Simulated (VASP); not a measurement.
# Ge (P6_3/mmc) in VASP: a series of runs, part 3 of 3

VASP 6.6.1. The steps go on from the part before.

### 5 Relaxation of shape and atoms at fixed volume, PBEsol (25.10 Å³/atom)

This run uses another cell than the first one, of 25.10 Å³/atom.

INCAR reads:

```
SYSTEM = Ge
PREC     = Accurate       ! precision mode
ENCUT    = 600            ! plane-wave cutoff, eV
EDIFF    = 1E-6           ! SCF threshold, eV
ISMEAR   = 0              ! smearing method
SIGMA    = 0.1            ! smearing width, eV
LREAL    = .FALSE.        ! projectors in reciprocal space
LASPH    = .TRUE.         ! aspherical terms in the spheres
NELM     = 60             ! most SCF steps
ALGO     = Fast           ! electronic algorithm
ISIF     = 4              ! what is computed and relaxed
LWAVE    = .FALSE.        ! write WAVECAR
LCHARG   = .FALSE.        ! write CHGCAR
GGA      = PS             ! functional
IBRION   = 2              ! ionic algorithm
NSW      = 50             ! ionic steps
EDIFFG   = -0.01          ! ionic threshold
```

KPOINTS reads:

```
regular mesh
0
G
  12 12 6
  0 0 0
```

POSCAR reads:

```
Ge
1.0
    4.1284826879      0.0000000000      0.0000000000
   -2.0642413439      3.5753708868      0.0000000000
    0.0000000000      0.0000000000      6.8010779142
Ge
4
Direct
    0.6666666667      0.3333333333      0.0626389548
    0.3333333333      0.6666666667      0.5626389548
    0.6666666667      0.3333333333      0.4373610452
    0.3333333333      0.6666666667      0.9373610452
```

Potentials or basis: VASP PAW PBE potentials, release 64 (Ge_d).

Launch:

```sh
$ cat potpaw_PBE.64/Ge_d/POTCAR > POTCAR
$ mpirun -np 1 vasp_std > vasp.out
```

OUTCAR:

```text
SYSTEM = Ge
   PREC = Accurate
   ENCUT = 600
   EDIFF = 1E-6
   ISMEAR = 0
   LREAL = .FALSE.
   LASPH = .TRUE.
   NELM = 60
   ISIF = 4
   GGA = PS
   IBRION = 2
   NSW = 50
   EDIFFG = -0.01

 ion  position               nearest neighbor table
   1  0.667  0.333  0.063-   4 2.53   4 2.53   4 2.53   3 2.55
   2  0.333  0.667  0.563-   3 2.53   3 2.53   3 2.53   4 2.55
   3  0.667  0.333  0.437-   2 2.53   2 2.53   2 2.53   1 2.55
   4  0.333  0.667  0.937-   1 2.53   1 2.53   1 2.53   2 2.55

  LATTYP: Found a hexagonal cell.
 ALAT       =     4.1284826879
 C/A-ratio  =     1.6473553187

  Lattice vectors:

 A1 = (   4.1284826879,   0.0000000000,   0.0000000000)
 A2 = (  -2.0642413439,   3.5753708868,   0.0000000000)
 A3 = (   0.0000000000,   0.0000000000,   6.8010779142)

Analysis of symmetry for initial positions (statically):
=====================================================================
 Subroutine PRICEL returns:
 Original cell was already a primitive cell.

 Routine SETGRP: Setting up the symmetry group for a
 hexagonal supercell.

 Subroutine GETGRP returns: Found 24 space group operations
 (whereof 12 operations were pure point group operations)
 out of a pool of 24 trial point group operations.

The static configuration has the point symmetry D_3d.
 The point group associated with its full space group is D_6h.

Analysis of symmetry for dynamics (positions and initial velocities):
=====================================================================
 Subroutine PRICEL returns:
 Original cell was already a primitive cell.

 Routine SETGRP: Setting up the symmetry group for a
 hexagonal supercell.

 Subroutine GETGRP returns: Found 24 space group operations
 (whereof 12 operations were pure point group operations)
 out of a pool of 24 trial point group operations.

The dynamic configuration has the point symmetry D_3d.
 The point group associated with its full space group is D_6h.

 Subroutine INISYM returns: Found 24 space group operations
 (whereof 12 operations are pure point group operations),
 and found     1 'primitive' translations

----------------------------------------------------------------------------------------

                                     Primitive cell

  volume of cell :     100.3897

  direct lattice vectors                    reciprocal lattice vectors
     4.128482688  0.000000000  0.000000000     0.242219739  0.139845632  0.000000000
    -2.064241344  3.575370887  0.000000000     0.000000000  0.279691263  0.000000000
     0.000000000  0.000000000  6.801077914     0.000000000  0.000000000  0.147035516

  length of vectors
     4.128482688  4.128482688  6.801077914     0.279691263  0.279691263  0.147035516

[... 116 lines left out ...]
 non-spin polarized calculation
 RMM-DIIS sequential band-by-band and
 Gauss-broadening in eV      SIGMA  =   0.10
  energy-cutoff  :      600.00
  volume of cell :      100.39
 maximum number of plane-waves:      3386
 NGX is ok and might be reduce to    36
   NGX = 17   NGY = 17   NGZ = 27

--------------------------------------- Ionic step        1  -------------------------------------------

 number of electron      55.9999991 magnetization

 Free energy of the ion-electron system (eV)
  ---------------------------------------------------
  ext. energy  EPLUGINS =         0.00000000
  ---------------------------------------------------
  free energy    TOTEN  =       -19.52266761 eV

  energy without entropy =      -19.52183342  energy(sigma->0) =      -19.52225052

------------------------ aborting loop because EDIFF is reached ----------------------------------------

  FORCE on cell =-STRESS in cart. coord.  units (eV):
  Direction    XX          YY          ZZ          XY          YZ          ZX
  --------------------------------------------------------------------------------------
  -------------------------------------------------------------------------------------
  Total       -3.2668120     -3.2668120     -3.2365750     -0.0000000      0.0000000      0.0000000
  in kB      -52.1369242    -52.1369242    -51.6543544     -0.0000000      0.0000000      0.0000000
  external PRESSURE =     -51.9760676 kB  Pullay stress =       0.0000000 kB

 VOLUME and BASIS-vectors are now :
 -----------------------------------------------------------------------------
  energy-cutoff  :      600.00
  volume of cell :      100.39
      direct lattice vectors                 reciprocal lattice vectors
     4.128482688  0.000000000  0.000000000     0.242219739  0.139845632  0.000000000
    -2.064241344  3.575370887  0.000000000     0.000000000  0.279691263  0.000000000
     0.000000000  0.000000000  6.801077914     0.000000000  0.000000000  0.147035516

 POSITION                                       TOTAL-FORCE (eV/Angst)
 -----------------------------------------------------------------------------------
      2.06424      1.19179      0.42601         0.000000      0.000000     -0.013300
     -0.00000      2.38358      3.82655        -0.000000     -0.000000     -0.013300
      2.06424      1.19179      2.97453         0.000000     -0.000000      0.013300
     -0.00000      2.38358      6.37507        -0.000000     -0.000000      0.013300
 -----------------------------------------------------------------------------------
    total drift:                               -0.000000      0.000000     -0.000000

  FREE ENERGIE OF THE ION-ELECTRON SYSTEM (eV)
  ---------------------------------------------------
  free  energy   TOTEN  =       -19.5226676114 eV

  energy  without entropy=      -19.5218334216  energy(sigma->0) =      -19.52225052

--------------------------------------- Ionic step        2  -------------------------------------------

 number of electron      55.9999993 magnetization

 Free energy of the ion-electron system (eV)
  ---------------------------------------------------
  ext. energy  EPLUGINS =         0.00000000
  ---------------------------------------------------
  free energy    TOTEN  =       -19.52268509 eV

  energy without entropy =      -19.52184976  energy(sigma->0) =      -19.52226742

 E-fermi :   3.9324     XC(G=0):  -9.6424

 val. band max:        3.9056658618   @ k =   0.0833  -0.0000   0.0000
 cond. band min:       4.0485528042   @ k =   0.0000   0.0000   0.0000
 fundamental gap:      0.1428869424
 Fermi energy:         3.9324032026

 k-point     1 :       0.0000    0.0000    0.0000
  band No.  band energies     occupation
      1     -20.7622      2.00000
      2     -20.7622      2.00000
      3     -20.7332      2.00000
      4     -20.7332      2.00000
      5     -20.7324      2.00000
      6     -20.7199      2.00000
[... 853 lines left out ...]
     32       7.8009      0.00000
     33       8.3223      0.00000

 [... further k-points ...]

------------------------ aborting loop because EDIFF is reached ----------------------------------------

  FORCE on cell =-STRESS in cart. coord.  units (eV):
  Direction    XX          YY          ZZ          XY          YZ          ZX
  --------------------------------------------------------------------------------------
  -------------------------------------------------------------------------------------
  Total       -3.2519114     -3.2519114     -3.2699729     -0.0000000     -0.0000000      0.0000000
  in kB      -51.8991163    -51.8991163    -52.1873707     -0.0000000     -0.0000000      0.0000000
  external PRESSURE =     -51.9952011 kB  Pullay stress =       0.0000000 kB

 VOLUME and BASIS-vectors are now :
 -----------------------------------------------------------------------------
  energy-cutoff  :      600.00
  volume of cell :      100.39
      direct lattice vectors                 reciprocal lattice vectors
     4.127980893 -0.000000000  0.000000000     0.242249183  0.139862631  0.000000000
    -2.063990446  3.574936319  0.000000000     0.000000000  0.279725262  0.000000000
     0.000000000  0.000000000  6.802731486     0.000000000  0.000000000  0.146999775

 POSITION                                       TOTAL-FORCE (eV/Angst)
 -----------------------------------------------------------------------------------
      2.06399      1.19165      0.42547        -0.000000     -0.000000      0.003158
     -0.00000      2.38329      3.82684         0.000000      0.000000      0.003158
      2.06399      1.19165      2.97589        -0.000000     -0.000000     -0.003158
     -0.00000      2.38329      6.37726         0.000000      0.000000     -0.003158
 -----------------------------------------------------------------------------------
    total drift:                               -0.000000      0.000000     -0.000000

  FREE ENERGIE OF THE ION-ELECTRON SYSTEM (eV)
  ---------------------------------------------------
  free  energy   TOTEN  =       -19.5226850898 eV

  energy  without entropy=      -19.5218497563  energy(sigma->0) =      -19.52226742

 reached required accuracy - stopping structural energy minimisation
```

Run time: 15 min. Hardware: 1 thread of Oxide Virtual Turin-like, shared host; peak memory 0.36 GiB.

What came out:

| Property | Result |
| --- | --- |
| Free energy | -19.5227 eV |
| Energy gained by relaxing | 0.0 meV/atom |
| Ionic steps | 2 |
| Pressure after relaxing | -5.2 GPa |
| Largest force after relaxing | 0.003 eV/Å |
| Band gap on the k mesh | zero (bands 28 and 29 overlap by 0.01 eV) |

Forces on the atoms (eV/Å):
```
Ge   0.000  0.000  0.003
Ge   0.000  0.000  0.003
Ge   0.000  0.000 -0.003
Ge   0.000  0.000 -0.003
```

Final structure:
```
Ge
1.0
     4.12798    0.00000    0.00000
    -2.06399    3.57494    0.00000
     0.00000    0.00000    6.80273
Ge
4
Direct
  0.66667 0.33333 0.06254
  0.33333 0.66667 0.56254
  0.66667 0.33333 0.43746
  0.33333 0.66667 0.93746
```

Levels at points of the mesh, in eV from the Fermi level:
```
           k point  band 24  band 25  band 26  band 27  band 28  band 29  band 30  band 31  band 32  band 33
(0.00, 0.00, 0.00)    -1.32    -1.32    -0.85    -0.36    -0.09     0.12     0.12     2.26     2.26     2.72
(0.50, 0.00, 0.00)    -6.53    -4.11    -2.74    -2.47    -1.29     0.56     1.35     3.52     3.66     4.22
(0.00, 0.00, 0.50)    -4.69    -0.75    -0.75    -0.75    -0.75     0.36     0.36     3.28     3.28     3.29
(0.50, 0.00, 0.50)    -7.53    -2.29    -2.29    -2.15    -2.15     0.43     0.43     2.14     2.14     5.84
```

Caveat: semilocal functionals underestimate gaps, and a narrow one can read as zero; the PAW data sets were made with another functional, which shifts forces and pressure a little.

### 6 Overview

```tsv
task	cell	k mesh	cutoff (eV)	gap on the mesh (eV)	pressure (GPa)
single point	a = 3.997, b = 3.997, c = 6.794 Å, angles 90.0, 90.0, 120.0°, 4 atoms, atomic positions A	18 × 18 × 8	520	none	-1.9
single point	a = 3.997, b = 3.997, c = 6.893 Å, angles 90.0, 90.0, 120.0°, 4 atoms, atomic positions B	18 × 18 × 8	520	none	-2.7
relaxation of shape and atoms at fixed volume	relaxed from a = 4.078, b = 4.078, c = 6.718 Å, angles 90.0, 90.0, 120.0°, 4 atoms, atomic positions C	12 × 12 × 6	600	none	-3.5
relaxation of shape and atoms at fixed volume	relaxed from a = 4.128, b = 4.128, c = 6.801 Å, angles 90.0, 90.0, 120.0°, 4 atoms, atomic positions C	12 × 12 × 6	600	none	-5.2
```

Alike in all rows: level PBEsol; potentials or basis VASP PAW PBE potentials, release 64 (Ge_d); no spin polarisation; smearing gaussian 0.1 eV.

Caveats: semilocal functionals underestimate gaps, and a narrow one can read as zero; the PAW data sets were made with another functional, which shifts forces and pressure a little; the stress differs along the axes, from -6 to -1 GPa (at least some runs); the relaxation stopped at its first step, so nothing moved (at least some runs).

Total energies depend on the potentials used, so only differences within one code and one set of settings carry meaning.

The gap in the log of VASP goes by the Fermi energy; the results here count the filled bands.